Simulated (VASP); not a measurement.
# SiO2 (rutile type) (P4_2/mnm) in VASP: further runs, part 2 of 2

VASP 6.6.1. The steps go on from the part before.

## Step 3: Relaxation of shape and atoms at fixed volume, r2SCAN

This run uses another cell than the first one, of 4.83 Å³/atom.

POSCAR

```
SiO2
1.0
    3.5686780535      0.0000000000      0.0000000000
    0.0000000000      3.5686780535      0.0000000000
    0.0000000000      0.0000000000      2.2757473674
Si O
2 4
Direct
    0.0000000000      0.0000000000      0.0000000000
    0.5000000000      0.5000000000      0.5000000000
    0.3060968949      0.3060968949      0.0000000000
    0.6939031051      0.6939031051      0.0000000000
    0.8060968949      0.1939031051      0.5000000000
    0.1939031051      0.8060968949      0.5000000000
```

INCAR.step1

```
PREC = Accurate
ENCUT = 600
ISMEAR = -1
SIGMA = 0.08
LREAL = F
LASPH = T
NELM = 60
GGA = PE
ALGO = Normal
EDIFF = 1E-4
LWAVE = T
LCHARG = F
```

INCAR.step2

```
PREC = Accurate
ENCUT = 600
EDIFF = 1E-7
ISMEAR = -1
SIGMA = 0.08
LREAL = F
LASPH = T
NELM = 60
ALGO = Normal
ISIF = 4
LWAVE = F
LCHARG = F
METAGGA = R2SCAN
LMIXTAU = T
IBRION = 2
NSW = 50
EDIFFG = -0.005
ISTART = 1
```

KPOINTS

```
regular mesh
0
Gamma
  8 8 11
```

Potentials or basis: VASP PAW PBE potentials, release 64 (Si, O).

Launch:

```console
$ cat potpaw_PBE.64/Si/POTCAR potpaw_PBE.64/O/POTCAR > POTCAR
$ cp INCAR.step1 INCAR
$ mpirun -np 1 vasp_std > vasp.out
$ cp INCAR.step2 INCAR
$ mpirun -np 1 vasp_std > vasp.out
```

OUTCAR:

```text
PREC = Accurate
   ENCUT = 600
   EDIFF = 1E-7
   ISMEAR = -1
   LREAL = F
   LASPH = T
   NELM = 60
   ISIF = 4
   METAGGA = R2SCAN
   IBRION = 2
   NSW = 50
   EDIFFG = -0.005
   ISTART = 1

 ion  position               nearest neighbor table
   1  0.000  0.000  0.000-   5 1.50   6 1.50   5 1.50   6 1.50   3 1.54   4 1.54   2 2.77   2 2.77
                             2 2.77   2 2.77   2 2.77   2 2.77   2 2.77   2 2.77
   2  0.500  0.500  0.500-   3 1.50   4 1.50   3 1.50   4 1.50   5 1.54   6 1.54   1 2.77   1 2.77
                             1 2.77   1 2.77   1 2.77   1 2.77   1 2.77   1 2.77
   3  0.306  0.306  0.000-   2 1.50   2 1.50   1 1.54   4 1.96
   4  0.694  0.694  0.000-   2 1.50   2 1.50   1 1.54   3 1.96
   5  0.806  0.194  0.500-   1 1.50   1 1.50   2 1.54   6 1.96
   6  0.194  0.806  0.500-   1 1.50   1 1.50   2 1.54   5 1.96

  LATTYP: Found a simple tetragonal cell.
 ALAT       =     3.5686780535
 C/A-ratio  =     0.6377003846

  Lattice vectors:

 A1 = (   3.5686780535,   0.0000000000,   0.0000000000)
 A2 = (   0.0000000000,   3.5686780535,   0.0000000000)
 A3 = (   0.0000000000,   0.0000000000,   2.2757473674)

Analysis of symmetry for initial positions (statically):
=====================================================================
 Subroutine PRICEL returns:
 Original cell was already a primitive cell.

 Routine SETGRP: Setting up the symmetry group for a
 simple tetragonal supercell.

 Subroutine GETGRP returns: Found 16 space group operations
 (whereof  8 operations were pure point group operations)
 out of a pool of 16 trial point group operations.

The static configuration has the point symmetry D_2h.
 The point group associated with its full space group is D_4h.

Analysis of symmetry for dynamics (positions and initial velocities):
=====================================================================
 Subroutine PRICEL returns:
 Original cell was already a primitive cell.

 Routine SETGRP: Setting up the symmetry group for a
 simple tetragonal supercell.

 Subroutine GETGRP returns: Found 16 space group operations
 (whereof  8 operations were pure point group operations)
 out of a pool of 16 trial point group operations.

The dynamic configuration has the point symmetry D_2h.
 The point group associated with its full space group is D_4h.

 Subroutine INISYM returns: Found 16 space group operations
 (whereof  8 operations are pure point group operations),
 and found     1 'primitive' translations

----------------------------------------------------------------------------------------

                                     Primitive cell

  volume of cell :      28.9827

  direct lattice vectors                    reciprocal lattice vectors
     3.568678053  0.000000000  0.000000000     0.280215807  0.000000000  0.000000000
     0.000000000  3.568678053  0.000000000     0.000000000  0.280215807  0.000000000
     0.000000000  0.000000000  2.275747367     0.000000000  0.000000000  0.439416086

  length of vectors
     3.568678053  3.568678053  2.275747367     0.280215807  0.280215807  0.439416086

  position of ions in fractional coordinates (direct lattice)
     0.000000000  0.000000000  0.000000000
[... 65 lines left out ...]
  0.375000  0.125000  0.090909     16.000000
  0.500000  0.125000  0.090909      8.000000
 [... further k-points ...]
   k-points           NKPTS =     90   k-points in BZ     NKDIM =     90   number of bands    NBANDS=     20
   number of dos      NEDOS =    301   number of ions     NIONS =      6
   total plane-waves  NPLWV =  16200
   dimension x,y,z NGX =    30 NGY =   30 NGZ =   18
   dimension x,y,z NGXF=    60 NGYF=   60 NGZF=   36
   ions per type =               2   4
   NGX,Y,Z   is equivalent  to a cutoff of  13.98, 13.98, 13.15 a.u.
   NGXF,Y,Z  is equivalent  to a cutoff of  27.95, 27.95, 26.30 a.u.
 SYSTEM =  unknown system
   PREC   = accura    normal or accurate (medium, high low for compatibility)
   ISTART =      1    job   : 0-new  1-cont  2-samecut
   ICHARG =      0    charge: 1-file 2-atom 10-const
   ISPIN  =      1    spin polarized calculation?
   LNONCOLLINEAR =      F non collinear calculations
   LSORBIT =      F    spin-orbit coupling
   LASPH  =      T    aspherical Exc in radial PAW
   ENCUT  =  600.0 eV  44.10 Ry    6.64 a.u.   7.13  7.13  4.55*2*pi/ulx,y,z
   NELM   =     60;   NELMIN=  2; NELMDL=  0     # of ELM steps
   EDIFF  = 0.1E-06   stopping-criterion for ELM
   LREAL  =      F    real-space projection
   EDIFFG = -.5E-02   stopping-criterion for IOM
   NSW    =     50    number of steps for IOM
   IBRION =      2    ionic relax: 0-MD 1-quasi-New 2-CG
   NFREE  =      1    steps in history (QN), initial steepest desc. (CG)
   ISIF   =      4    stress and relaxation
   ISYM   =      2    0-nonsym 1-usesym 2-fastsym
   POTIM  = 0.5000    time-step for ionic-motion
   TEBEG  =    0.0;   TEEND  =   0.0 temperature during run
   PSTRESS=    0.0 pullay stress
   NELECT =      32.0000    total number of electrons
   NUPDOWN=      -1.0000    fix difference up-down
   EMIN   =  10.00;   EMAX   =-10.00  energy-range for DOS
   EFERMI =   0.00;   METHOD = LEGACY
   ISMEAR =    -1;   SIGMA  =   0.08  broadening in eV -4-tet -1-fermi 0-gaus
   EFERMI_NEDOS =   21; number of points for ismear=-14 and -15
   IALGO  =     38    algorithm
   IMIX   =      4    mixing-type and parameters
     AMIX     =   0.40;   BMIX     =  1.00
     AMIX_MAG =   1.60;   BMIX_MAG =  1.00
  volume/ion in A,a.u.               =       4.83        32.60
  Fermi-wavevector in a.u.,A,eV,Ry     =   1.692045  3.197501 38.953699  2.863016
  Thomas-Fermi vector in A             =   2.773702
   LORBIT       =      0    0 simple, 1 ext, 2 COOP (PROOUT), +10 PAW based schemes
   METAGGA = R2SCAN    functional components
   LHFCALC =     F    Hartree Fock is set to
   AEXX    =    0.0000 exact exchange contribution
   IVDW    =     0    specifies the selected vdW correction
   LEPSILON=     F    determine dielectric tensor
   LRPA    =     F    only Hartree local field effects (RPA)
 conjugate gradient relaxation of ions
 non-spin polarized calculation
  energy-cutoff  :      600.00
  volume of cell :       28.98
 maximum number of plane-waves:       984
 NGX is ok and might be reduce to    30
   NGX = 15   NGY = 15   NGZ =  9

--------------------------------------- Ionic step        1  -------------------------------------------

 number of electron      32.0000003 magnetization

 Free energy of the ion-electron system (eV)
  ---------------------------------------------------
  ext. energy  EPLUGINS =         0.00000000
  ---------------------------------------------------
  free energy    TOTEN  =       -43.05021876 eV

  energy without entropy =      -43.05021876  energy(sigma->0) =      -43.05021876

------------------------ aborting loop because EDIFF is reached ----------------------------------------

  FORCE on cell =-STRESS in cart. coord.  units (eV):
  Direction    XX          YY          ZZ          XY          YZ          ZX
  --------------------------------------------------------------------------------------
  -------------------------------------------------------------------------------------
  Total       70.7650317     70.7650317     84.7639952      0.0000000      0.0000000      0.0000000
  in kB     3911.9248081   3911.9248081   4685.7942095      0.0000000      0.0000000      0.0000000
  external PRESSURE =    4169.8812753 kB  Pullay stress =       0.0000000 kB
[... 267 lines left out ...]
--------------------------------------- Ionic step        8  -------------------------------------------

 number of electron      32.0000025 magnetization

 Free energy of the ion-electron system (eV)
  ---------------------------------------------------
  ext. energy  EPLUGINS =         0.00000000
  ---------------------------------------------------
  free energy    TOTEN  =       -43.63183581 eV

  energy without entropy =      -43.63183581  energy(sigma->0) =      -43.63183581

 E-fermi :  17.5812     XC(G=0): -15.6950

 val. band max:       16.0642951118   @ k =   0.0000   0.0000   0.0000
 cond. band min:      24.2213032478   @ k =   0.0000   0.0000   0.0000
 fundamental gap:      8.1570081360
 Fermi energy:        17.5811837877

 k-point     1 :       0.0000    0.0000    0.0000
  band No.  band energies     occupation
      1     -13.7688      2.00000
      2      -7.2483      2.00000
      3      -7.2483      2.00000
      4      -6.0319      2.00000
      5       0.9322      2.00000
      6       4.1870      2.00000
[... 541 lines left out ...]
     19      31.6679      0.00000
     20      31.6679      0.00000

 [... further k-points ...]

------------------------ aborting loop because EDIFF is reached ----------------------------------------

  FORCE on cell =-STRESS in cart. coord.  units (eV):
  Direction    XX          YY          ZZ          XY          YZ          ZX
  --------------------------------------------------------------------------------------
  -------------------------------------------------------------------------------------
  Total       73.4282428     73.4282428     73.4184039      0.0000000      0.0000000      0.0000000
  in kB     4059.1483943   4059.1483943   4058.6044948      0.0000000      0.0000000      0.0000000
  external PRESSURE =    4058.9670944 kB  Pullay stress =       0.0000000 kB
[... 21 lines left out ...]
  FREE ENERGIE OF THE ION-ELECTRON SYSTEM (eV)
  ---------------------------------------------------
  free  energy   TOTEN  =       -43.6318358147 eV

  energy  without entropy=      -43.6318358146  energy(sigma->0) =      -43.63183581

 reached required accuracy - stopping structural energy minimisation
```

Run time: 12 min. Hardware: 1 thread of Intel Xeon 6975P-C (Granite Rapids), shared host; peak memory 0.18 GiB.

What came out:

```
Free energy                  : -43.6318 eV
Pressure after relaxing      : 405.9 GPa
Largest force after relaxing : 0.004 eV/Å
Band gap on the k mesh       : 8.16 eV
```

Forces in eV/Å, atoms in the order of the input:
```
Si   0.000  0.000  0.000
Si   0.000  0.000  0.000
O    0.003  0.003  0.000
O   -0.003 -0.003  0.000
O    0.003 -0.003  0.000
O   -0.003  0.003  0.000
```

Final structure:
```
CELL_PARAMETERS angstrom
3.53643 0.00000 0.00000
0.00000 3.53643 0.00000
0.00000 0.00000 2.31745
ATOMIC_POSITIONS crystal
Si 0.00000 0.00000 0.00000
Si 0.50000 0.50000 0.50000
O 0.29813 0.29813 0.00000
O 0.70187 0.70187 0.00000
O 0.79813 0.20187 0.50000
O 0.20187 0.79813 0.50000
```

Caveat: the PAW data sets were made with another functional, which shifts forces and pressure a little. A k mesh can miss the band edges.
